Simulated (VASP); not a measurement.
Here is a VASP 6.6.1 calculation.

The input INCAR:

```
  PREC = Accurate
  ENCUT = 600
  EDIFF = 1E-6
  ISMEAR = -1
  SIGMA = 0.15
  LREAL = False
  LASPH = True
  NELM = 100
  ALGO = Normal
  ISIF = 3
  LWAVE = False
  LCHARG = False
  IBRION = 2
  NSW = 80
  EDIFFG = -0.001
```

File KPOINTS:

```
Automatic mesh
0
Gamma
  26 26 26
```

POSCAR

```
Ag
1.0
    0.0000000000      2.0007354655      2.0007354655
    2.0007354655      0.0000000000      2.0007354655
    2.0007354655      2.0007354655      0.0000000000
Ag
1
Direct
    0.0000000000      0.0000000000      0.0000000000
```

Potentials or basis: VASP PAW LDA potentials, release 64 (Ag).

Launch:

```sh
$ cat potpaw_LDA.64/Ag/POTCAR > POTCAR
$ mpirun -np 1 vasp_std > vasp.out
```

Question: Predict the relaxed volume.

Answer: 16.03 Å³/atom.

Question: Estimate the relaxed cell.

Answer: a = 2.830 Å, b = 2.830 Å, c = 2.830 Å, α = 60.00°, β = 60.00°, γ = 60.00°.

Question: Predict the band gap on the k mesh.

Answer: Zero (an odd number of electrons rules out a gap without spin polarisation).

Question: Predict the space group after relaxing (to 0.1 Å).

Answer: Fm-3m (No. 225).

Final structure:
```
Ag
1.0
     0.00000    2.00129    2.00129
     2.00129    0.00000    2.00129
     2.00129    2.00129    0.00000
Ag
1
Direct
  0.00000 0.00000 0.00000
```
